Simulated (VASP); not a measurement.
# Sn in VASP: further runs

Aim: see how the results for Sn move with the level of theory and the settings. Levels: BLYP, r2SCAN. Tasks: single point.

All numbers are computed with VASP 6.6.1; they aren't measurements. Logs are shortened: lines on timing, memory, paths and dates and some standing lists are left out, and cuts for length are marked.

## 1. The cell of the first run

The typed cell holds 1 atom: a = 3.520 Å, b = 3.520 Å, c = 3.520 Å, α = 119.95°, β = 119.96°, γ = 90.08°.

This isn't the form of Sn at room conditions, which is tetragonal (white tin).

## 2. Single point, BLYP

Input file INCAR:

```
SYSTEM = Sn
PREC     = Accurate       ! precision mode
ENCUT    = 520            ! plane-wave cutoff, eV
EDIFF    = 1E-6           ! SCF threshold, eV
ISMEAR   = -1             ! smearing method
SIGMA    = 0.05           ! smearing width, eV
LREAL    = .False.        ! projectors in reciprocal space
LASPH    = .True.         ! aspherical terms in the spheres
NELM     = 100            ! most SCF steps
ALGO     = Normal         ! electronic algorithm
ISIF     = 2              ! what is computed and relaxed
LWAVE    = .False.        ! write WAVECAR
LCHARG   = .True.         ! write CHGCAR
GGA      = B5             ! functional
ALDAX    = 1.0          
AGGAX    = 1.0          
AGGAC    = 1.0          
ALDAC    = 0.0          
LELF     = .True.         ! ELF
LVHAR    = .True.       
NBANDS   = 13             ! bands
```

Input file KPOINTS:

```
regular mesh
0
Gamma
  11 11 11
  0 0 0
```

Input file POSCAR:

```
Sn
1.0
   -1.7613046920      1.7611546053      2.4874141624
    1.7613046920     -1.7611546053      2.4874141624
    1.7613046920      1.7611546053     -2.4874141624
Sn
1
Direct
    0.0000000000      0.0000000000      0.0000000000
```

Potentials or basis: VASP PAW PBE potentials, release 64 (Sn_d).

Run with:

```console
$ cat potpaw_PBE.64/Sn_d/POTCAR > POTCAR
$ mpirun -np 1 vasp_std > vasp.out
```

OUTCAR:

```text
SYSTEM = Sn
   PREC = Accurate
   ENCUT = 520
   EDIFF = 1E-6
   ISMEAR = -1
   LREAL = .False.
   LASPH = .True.
   NELM = 100
   ISIF = 2
   GGA = B5

 ion  position               nearest neighbor table
   1  0.000  0.000  0.000-

  LATTYP: Found a body centered orthorhombic cell.
 ALAT       =     3.5223092106
 B/A-ratio  =     1.0000852206
 C/A-ratio  =     1.4123769457

  Lattice vectors:

 A1 = (   1.7613046920,  -1.7611546053,  -2.4874141624)
 A2 = (  -1.7613046920,   1.7611546053,  -2.4874141624)
 A3 = (   1.7613046920,   1.7611546053,   2.4874141624)

Analysis of symmetry for initial positions (statically):
=====================================================================
 Subroutine PRICEL returns:
 Original cell was already a primitive cell.

 Routine SETGRP: Setting up the symmetry group for a
 body centered orthorhombic supercell.

 Subroutine GETGRP returns: Found  8 space group operations
 (whereof  8 operations were pure point group operations)
 out of a pool of  8 trial point group operations.

The static configuration has the point symmetry D_2h.

Analysis of symmetry for dynamics (positions and initial velocities):
=====================================================================
 Subroutine PRICEL returns:
 Original cell was already a primitive cell.

 Routine SETGRP: Setting up the symmetry group for a
 body centered orthorhombic supercell.

 Subroutine GETGRP returns: Found  8 space group operations
 (whereof  8 operations were pure point group operations)
 out of a pool of  8 trial point group operations.

The dynamic configuration has the point symmetry D_2h.

 Subroutine INISYM returns: Found  8 space group operations
 (whereof  8 operations are pure point group operations),
 and found     1 'primitive' translations

----------------------------------------------------------------------------------------

                                     Primitive cell

  volume of cell :      30.8631

  direct lattice vectors                    reciprocal lattice vectors
    -1.761304692  1.761154605  2.487414162     0.000000000  0.283904660  0.201011962
     1.761304692 -1.761154605  2.487414162     0.283880468  0.000000000  0.201011962
     1.761304692  1.761154605 -2.487414162     0.283880468  0.283904660  0.000000000

  length of vectors
     3.520097865  3.520097865  3.520097865     0.347861560  0.347841816  0.401484715

  position of ions in fractional coordinates (direct lattice)
     0.000000000  0.000000000  0.000000000

  ion indices of the primitive-cell ions
   primitive index   ion index
                 1           1

[... 81 lines left out ...]
   PSTRESS=    0.0 pullay stress
   NELECT =      14.0000    total number of electrons
   NUPDOWN=      -1.0000    fix difference up-down
   EMIN   =  10.00;   EMAX   =-10.00  energy-range for DOS
   EFERMI =   0.00;   METHOD = LEGACY
   ISMEAR =    -1;   SIGMA  =   0.05  broadening in eV -4-tet -1-fermi 0-gaus
   EFERMI_NEDOS =   21; number of points for ismear=-14 and -15
   IALGO  =     38    algorithm
   IMIX   =      4    mixing-type and parameters
     AMIX     =   0.40;   BMIX     =  1.00
     AMIX_MAG =   1.60;   BMIX_MAG =  1.00
  volume/ion in A,a.u.               =      30.86       208.27
  Fermi-wavevector in a.u.,A,eV,Ry     =   1.257875  2.377039 21.527812  1.582250
  Thomas-Fermi vector in A             =   2.391512
   LORBIT       =      0    0 simple, 1 ext, 2 COOP (PROOUT), +10 PAW based schemes
   GGA     = B5    functional components
   LHFCALC =     F    Hartree Fock is set to
   AEXX    =    0.0000 exact exchange contribution
   IVDW    =     0    specifies the selected vdW correction
   LEPSILON=     F    determine dielectric tensor
   LRPA    =     F    only Hartree local field effects (RPA)
 non-spin polarized calculation
  energy-cutoff  :      520.00
  volume of cell :       30.86
 maximum number of plane-waves:       869
 NGX is ok and might be reduce to    28
   NGX = 13   NGY = 13   NGZ = 13

 number of electron      14.0000005 magnetization

 Free energy of the ion-electron system (eV)
  ---------------------------------------------------
  ext. energy  EPLUGINS =         0.00000000
  ---------------------------------------------------
  free energy    TOTEN  =        -2.97006660 eV

  energy without entropy =       -2.96720097  energy(sigma->0) =       -2.96863378

 E-fermi :   7.1839     XC(G=0):  -9.1734

 val. band max:        7.1745223506   @ k =   0.3636  -0.3636   0.1818
 cond. band min:       7.2601212086   @ k =   0.4545   0.2727  -0.0000
 fundamental gap:      0.0855988580
 Fermi energy:         7.1838643740

 k-point     1 :       0.0000    0.0000    0.0000
  band No.  band energies     occupation
      1     -14.3501      2.00000
      2     -14.3501      2.00000
      3     -14.3495      2.00000
      4     -14.2988      2.00000
      5     -14.2981      2.00000
      6      -3.1420      2.00000
      7      13.6153      0.00000
      8      13.6154      0.00000
      9      13.6170      0.00000
     10      17.9320      0.00000
     11      18.3567      0.00000
     12      18.3587      0.00000
     13      18.3649      0.00000
[... 354 lines left out ...]
  band No.  band energies     occupation
      1     -14.3596      2.00000
      2     -14.3277      2.00000
      3     -14.3127      2.00000
      4     -14.2753      2.00000
      5     -14.2444      2.00000
      6       0.0479      2.00000
      7       5.0038      2.00000
      8       9.5697      0.00000
      9      10.6698      0.00000
     10      14.4700      0.00000
     11      18.7871      0.00000
     12      20.0189      0.00000
     13      20.6917      0.00000

 [... further k-points ...]

------------------------ aborting loop because EDIFF is reached ----------------------------------------

  FORCE on cell =-STRESS in cart. coord.  units (eV):
  Direction    XX          YY          ZZ          XY          YZ          ZX
  --------------------------------------------------------------------------------------
  -------------------------------------------------------------------------------------
  Total       -0.0090568     -0.0082055     -0.0062468      0.0000000      0.0000000      0.0000000
  in kB       -0.4701588     -0.4259677     -0.3242856      0.0000000      0.0000000      0.0000000
  external PRESSURE =      -0.4068040 kB  Pullay stress =       0.0000000 kB

 VOLUME and BASIS-vectors are now :
 -----------------------------------------------------------------------------
  energy-cutoff  :      520.00
  volume of cell :       30.86
      direct lattice vectors                 reciprocal lattice vectors
    -1.761304692  1.761154605  2.487414162     0.000000000  0.283904660  0.201011962
     1.761304692 -1.761154605  2.487414162     0.283880468  0.000000000  0.201011962
     1.761304692  1.761154605 -2.487414162     0.283880468  0.283904660  0.000000000

 POSITION                                       TOTAL-FORCE (eV/Angst)
 -----------------------------------------------------------------------------------
      0.00000      0.00000      0.00000         0.000000     -0.000000     -0.000000
 -----------------------------------------------------------------------------------
    total drift:                               -0.000000     -0.000000     -0.000000

  FREE ENERGIE OF THE ION-ELECTRON SYSTEM (eV)
  ---------------------------------------------------
  free  energy   TOTEN  =        -2.9700665975 eV

  energy  without entropy=       -2.9672009650  energy(sigma->0) =       -2.96863378
```

Wall time 78 s (1 thread of Intel Xeon Platinum 8259CL at 2.50GHz (Skylake/Cascade Lake), shared host); peak memory 0.21 GiB.

Results:

```yaml
Free_energy: -2.9701 eV
Pressure: 0.0 GPa
Band_gap_on_the_k_mesh: zero (bands 7 and 8 overlap by 7.92 eV)
```

Caveat: the PAW data sets were made with another functional, which shifts forces and pressure a little; spin-orbit coupling is left out, which moves the levels of the heavy elements.

## 3. Single point, r2SCAN

This run uses another cell than the first one, of 21.71 Å³/atom.

Input file POSCAR:

```
Sn
1.0
   -1.5456672476      1.5456645660      2.2721305983
    1.5456672476     -1.5456645660      2.2721305983
    1.5456672476      1.5456645660     -2.2721305983
Sn
1
Direct
    0.0000000000      0.0000000000      0.0000000000
```

Input file INCAR.step1:

```
PREC = Accurate
ENCUT = 520
ISMEAR = -1
SIGMA = 0.05
LREAL = False
LASPH = True
NELM = 100
NBANDS = 13
GGA = PE
ALGO = Normal
EDIFF = 1E-4
LWAVE = True
LCHARG = False
```

Input file INCAR.step2:

```
PREC = Accurate
ENCUT = 520
EDIFF = 1E-6
ISMEAR = -1
SIGMA = 0.05
LREAL = False
LASPH = True
NELM = 100
ALGO = Normal
ISIF = 2
LWAVE = False
LCHARG = False
METAGGA = R2SCAN
LMIXTAU = True
NBANDS = 13
ISTART = 1
```

Input file KPOINTS:

```
Automatic mesh
0
Gamma
  11 11 11
```

Potentials or basis: VASP PAW PBE potentials, release 64 (Sn_d).

Run with:

```console
$ cat potpaw_PBE.64/Sn_d/POTCAR > POTCAR
$ cp INCAR.step1 INCAR
$ mpirun -np 1 vasp_std > vasp.out
$ cp INCAR.step2 INCAR
$ mpirun -np 1 vasp_std > vasp.out
```

Wall time 68 s (1 thread of Intel Xeon 8259CL, shared host); peak memory 0.16 GiB.

The run converged. Its results:

```
Free energy            : -24.2266 eV
Pressure               : 20.1 GPa
Band gap on the k mesh : zero (bands 7 and 8 overlap by 12.95 eV)
```

Levels at points of the mesh, in eV from the Fermi level:
| k point | band 5 | band 6 | band 7 | band 8 | band 9 | band 10 |
| --- | --- | --- | --- | --- | --- | --- |
| (0.00, 0.00, 0.00) | -22.31 | -13.67 | 10.22 | 10.22 | 10.37 | 11.33 |

Caveat: the cell stands under pressure; the PAW data sets were made with another functional, which shifts forces and pressure a little; spin-orbit coupling is left out, which moves the levels of the heavy elements.

## 4. Single point, r2SCAN

This run uses another cell than the first one, of 20.33 Å³/atom.

Input file POSCAR:

```
Sn
1.0
   -1.5313233671      1.5312971253      2.1669753071
    1.5313233671     -1.5312971253      2.1669753071
    1.5313233671      1.5312971253     -2.1669753071
Sn
1
Direct
    0.0000000000      0.0000000000      0.0000000000
```

Input file INCAR.step1:

```
PREC     = Accurate       # precision mode
ENCUT    = 520            # plane-wave cutoff, eV
ISMEAR   = -1             # smearing method
SIGMA    = 0.05           # smearing width, eV
LREAL    = F              # projectors in reciprocal space
LASPH    = T              # aspherical terms in the spheres
NELM     = 80             # most SCF steps
NBANDS   = 13             # bands
GGA      = PE             # functional
ALGO     = Normal         # electronic algorithm
EDIFF    = 1E-4           # SCF threshold, eV
LWAVE    = T              # write WAVECAR
LCHARG   = F              # write CHGCAR
```

Input file INCAR.step2:

```
PREC     = Accurate       # precision mode
ENCUT    = 520            # plane-wave cutoff, eV
EDIFF    = 1E-6           # SCF threshold, eV
ISMEAR   = -1             # smearing method
SIGMA    = 0.05           # smearing width, eV
LREAL    = F              # projectors in reciprocal space
LASPH    = T              # aspherical terms in the spheres
NELM     = 80             # most SCF steps
ALGO     = Normal         # electronic algorithm
ISIF     = 2              # what is computed and relaxed
LWAVE    = F              # write WAVECAR
LCHARG   = F              # write CHGCAR
METAGGA  = R2SCAN         # meta-GGA
LMIXTAU  = T            
NBANDS   = 13             # bands
ISTART   = 1
```

KPOINTS is that of step 3.

Run with:

```console
$ cat potpaw_PBE.64/Sn_d/POTCAR > POTCAR
$ cp INCAR.step1 INCAR
$ mpirun -np 1 vasp_std > vasp.out
$ cp INCAR.step2 INCAR
$ mpirun -np 1 vasp_std > vasp.out
```

It took 2.4 min on 1 thread of Intel Xeon 8259CL, shared host; peak memory 0.18 GiB.

It converged, with:

```
Free energy            : -24.0103 eV
Pressure               : 30.1 GPa
Band gap on the k mesh : zero (bands 7 and 8 overlap by 13.55 eV)
```

Levels at points of the mesh, in eV from the Fermi level:
```
           k point  band 3  band 4  band 5  band 6  band 7  band 8  band 9  band 10  band 11  band 12
(0.00, 0.00, 0.00)  -22.65  -22.45  -22.44  -14.37   10.86   10.86   10.86    11.24    14.45    14.45
```

Caveat: the cell stands under pressure; the PAW data sets were made with another functional, which shifts forces and pressure a little; spin-orbit coupling is left out, which moves the levels of the heavy elements.

## 5. Single point, r2SCAN

This run uses another cell than the first one, of 25.20 Å³/atom.

Input file POSCAR:

```
Sn
1.0
   -1.6580335228      1.6580625912      2.2915227270
    1.6580335228     -1.6580625912      2.2915227270
    1.6580335228      1.6580625912     -2.2915227270
Sn
1
Direct
    0.0000000000      0.0000000000      0.0000000000
```

Input file INCAR.step1:

```
ALGO = Normal
EDIFF = 1E-4
ENCUT = 520
GGA = PE
ISMEAR = -1
LASPH = True
LCHARG = False
LREAL = False
LWAVE = True
NBANDS = 13
NELM = 60
PREC = Accurate
SIGMA = 0.05
```

Input file INCAR.step2:

```
ALGO = Normal
EDIFF = 1E-7
ENCUT = 520
ISIF = 2
ISMEAR = -1
ISTART = 1
LASPH = True
LCHARG = False
LMIXTAU = True
LREAL = False
LWAVE = False
METAGGA = R2SCAN
NBANDS = 13
NELM = 60
PREC = Accurate
SIGMA = 0.05
```

Input file KPOINTS:

```
k-points
0
Gamma
  11 11 11
```

Potentials or basis: VASP PAW PBE potentials, release 64 (Sn_d).

Run with:

```console
$ cat potpaw_PBE.64/Sn_d/POTCAR > POTCAR
$ cp INCAR.step1 INCAR
$ mpirun -np 1 vasp_std > vasp.out
$ cp INCAR.step2 INCAR
$ mpirun -np 1 vasp_std > vasp.out
```

OUTCAR:

```text
EDIFF = 1E-7
   ENCUT = 520
   ISIF = 2
   ISMEAR = -1
   ISTART = 1
   LASPH = True
   LREAL = False
   METAGGA = R2SCAN
   NELM = 60
   PREC = Accurate

 ion  position               nearest neighbor table
   1  0.000  0.000  0.000-

  LATTYP: Found a body centered orthorhombic cell.
 ALAT       =     3.3160670456
 B/A-ratio  =     1.0000175319
 C/A-ratio  =     1.3820726152

  Lattice vectors:
[... 562 lines left out ...]
     10      17.0897      0.00000
     11      23.1259      0.00000
     12      24.0765      0.00000
     13      25.2553      0.00000

 [... further k-points ...]

------------------------ aborting loop because EDIFF is reached ----------------------------------------

  FORCE on cell =-STRESS in cart. coord.  units (eV):
  Direction    XX          YY          ZZ          XY          YZ          ZX
  --------------------------------------------------------------------------------------
  -------------------------------------------------------------------------------------
  Total        0.7902126      0.7899350      0.7921741      0.0000000      0.0000000      0.0000000
  in kB       50.2430656     50.2254162     50.3677825      0.0000000      0.0000000      0.0000000
  external PRESSURE =      50.2787548 kB  Pullay stress =       0.0000000 kB

 VOLUME and BASIS-vectors are now :
 -----------------------------------------------------------------------------
  energy-cutoff  :      520.00
  volume of cell :       25.20
      direct lattice vectors                 reciprocal lattice vectors
    -1.658033523  1.658062591  2.291522727     0.000000000  0.301556770  0.218195523
     1.658033523 -1.658062591  2.291522727     0.301562057  0.000000000  0.218195523
     1.658033523  1.658062591 -2.291522727     0.301562057  0.301556770  0.000000000

 POSITION                                       TOTAL-FORCE (eV/Angst)
 -----------------------------------------------------------------------------------
      0.00000      0.00000      0.00000         0.000000      0.000000      0.000000
 -----------------------------------------------------------------------------------
    total drift:                                0.000000      0.000000      0.000000

  FREE ENERGIE OF THE ION-ELECTRON SYSTEM (eV)
  ---------------------------------------------------
  free  energy   TOTEN  =       -24.4789457017 eV

  energy  without entropy=      -24.4740705897  energy(sigma->0) =      -24.47650815
```

OUTCAR.step1:

```text
EDIFF = 1E-4
   ENCUT = 520
   GGA = PE
   ISMEAR = -1
   LASPH = True
[... 600 lines left out ...]

 POSITION                                       TOTAL-FORCE (eV/Angst)
 -----------------------------------------------------------------------------------
      0.00000      0.00000      0.00000        -0.000000      0.000000      0.000000
 -----------------------------------------------------------------------------------
    total drift:                               -0.000000      0.000000      0.000000

  FREE ENERGIE OF THE ION-ELECTRON SYSTEM (eV)
  ---------------------------------------------------
  free  energy   TOTEN  =        -3.7402909123 eV

  energy  without entropy=       -3.7348388656  energy(sigma->0) =       -3.73756489
```

OSZICAR.step1:

```text
N       E                     dE             d eps       ncg     rms          rms(c)
DAV:   1     0.792140107284E+02    0.79214E+02   -0.72156E+03  5851   0.166E+03
DAV:   2     0.150256022022E+01   -0.77711E+02   -0.75201E+02  5936   0.334E+02
DAV:   3    -0.365158325484E+01   -0.51541E+01   -0.51323E+01  6752   0.712E+01
DAV:   4    -0.375231058284E+01   -0.10073E+00   -0.10070E+00  6806   0.106E+01
DAV:   5    -0.375572851477E+01   -0.34179E-02   -0.34178E-02  7328   0.189E+00    0.151E+00
DAV:   6    -0.374467460090E+01    0.11054E-01   -0.94723E-03  7309   0.176E+00    0.837E-01
DAV:   7    -0.374046817403E+01    0.42064E-02   -0.63398E-03  7381   0.140E+00    0.101E-01
DAV:   8    -0.374029300898E+01    0.17517E-03   -0.66754E-04  7031   0.448E-01    0.226E-02
DAV:   9    -0.374029091230E+01    0.20967E-05   -0.10002E-05  3963   0.488E-02
   1 F= -.37402909E+01 E0= -.37375649E+01  d E =-.545205E-02
```

Wall time 2.6 min (1 thread of Intel Xeon 8259CL, shared host); peak memory 0.19 GiB.

What came out:

```yaml
Free_energy: -24.4789 eV
Pressure: 5.0 GPa
Band_gap_on_the_k_mesh: zero (bands 7 and 8 overlap by 10.99 eV)
```

Levels at points of the mesh, in eV from the Fermi level:
| k point | band 3 | band 4 | band 5 | band 6 | band 7 | band 8 | band 9 | band 10 | band 11 | band 12 |
| --- | --- | --- | --- | --- | --- | --- | --- | --- | --- | --- |
| (0.00, 0.00, 0.00) | -22.31 | -22.23 | -22.20 | -12.33 | 8.83 | 8.90 | 8.90 | 11.31 | 12.84 | 12.84 |

Caveat: the cell stands under pressure; the PAW data sets were made with another functional, which shifts forces and pressure a little; spin-orbit coupling is left out, which moves the levels of the heavy elements.

## 6. The runs side by side

| level | cell | gap on the mesh (eV) | pressure (GPa) |
| --- | --- | --- | --- |
| BLYP | a = 3.520 Å, angles 120.0, 120.0, 90.1°, 1 atom | none | 0.0 |
| r2SCAN | a = 3.153 Å, angles 121.3, 121.3, 87.8°, 1 atom | none | 20.1 |
| r2SCAN | a = 3.064 Å, angles 120.0, 120.0, 90.0°, 1 atom | none | 30.1 |
| r2SCAN | a = 3.279 Å, angles 119.2, 119.2, 91.3°, 1 atom | none | 5.0 |

Alike in all rows: task single point; potentials or basis VASP PAW PBE potentials, release 64 (Sn_d); no spin polarisation; k mesh 11 × 11 × 11; cutoff (eV) 520; smearing fermi-dirac 0.05 eV.

Caveats: the PAW data sets were made with another functional, which shifts forces and pressure a little; spin-orbit coupling is left out, which moves the levels of the heavy elements; the cell stands under pressure (at least some runs).

Total energies depend on the potentials used, so only differences within one code and one set of settings carry meaning.
